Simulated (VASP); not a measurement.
A run of VASP 6.6.1 is set up as follows.

File INCAR:

```
ALGO = Normal
EDIFF = 1E-6
EDIFFG = -0.005
ENCUT = 600
GGA = PE
IBRION = 2
ISIF = 3
ISMEAR = -1
LASPH = T
LCHARG = F
LREAL = F
LWAVE = F
NELM = 80
NSW = 80
PREC = Accurate
SIGMA = 0.02
```

The input KPOINTS:

```
k-points
0
Gamma
  12 12 4
```

POSCAR

```
Ga3AsN2
1.0
    3.2743145888      0.0000000000      0.0000000000
   -1.6371572944      2.8356396139      0.0000000000
    0.0000000000      0.0000000000      8.0204000000
N As Ga
2 1 3
Direct
    0.0000000000      0.0000000000      0.0000000000
    0.3333333333      0.6666666667      0.3333333333
    0.6666666667      0.3333333333      0.6666666667
    0.3333333333      0.6666666667      0.0833333333
    0.6666666667      0.3333333333      0.4166666667
    0.0000000000      0.0000000000      0.7500000000
```

Potentials or basis: VASP PAW PBE potentials, release 64 (N, As, Ga_d).

Run with:

```console
$ cat potpaw_PBE.64/N/POTCAR potpaw_PBE.64/As/POTCAR potpaw_PBE.64/Ga_d/POTCAR > POTCAR
$ mpirun -np 1 vasp_std > vasp.out
```

(1) Estimate the relaxed volume.

(2) Predict the relaxed cell.

(3) Estimate the space group after relaxing (to 0.05 Å).

## Answers

(1) 15.30 Å³/atom.

(2) a = 3.471 Å, b = 3.471 Å, c = 8.801 Å, α = 90.00°, β = 90.00°, γ = 120.00°.

(3) P3m1 (No. 156).

Caveat: the volume moved by over 15 % at a fixed basis, so the end points are rough.
